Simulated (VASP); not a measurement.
**Y: single point with PBE**

The system is Y.

```
Y
1.0
    -2.02170    2.02170    2.02170
     2.02170   -2.02170    2.02170
     2.02170    2.02170   -2.02170
Y
1
Direct
  0.00000 0.00000 0.00000
```

```yaml
Program: VASP 6.6.1
Task: single point
Functional: PBE
Potentials_or_basis: VASP PAW PBE potentials, release 64 (Y_sv)
Cutoff: 520 eV
k_mesh: 13 × 13 × 13
Occupations: fermi-dirac, width 0.08 eV
Spin: no spin polarisation
```

```json
{
 "Pressure": "-0.1 GPa"
}
```

Levels at points of the mesh, in eV from the Fermi level:
| k point | band 1 | band 2 | band 3 | band 4 | band 5 | band 6 | band 7 | band 8 | band 9 | band 10 |
| --- | --- | --- | --- | --- | --- | --- | --- | --- | --- | --- |
| (0.00, 0.00, 0.00) | -42.87 | -22.58 | -22.58 | -22.58 | -4.80 | 1.66 | 1.66 | 1.66 | 3.56 | 3.56 |

Run time: 36 s on 1 thread of Intel(R) Xeon(R) Platinum 8488C (Sapphire Rapids) (shared host), peak memory 0.19 GiB.
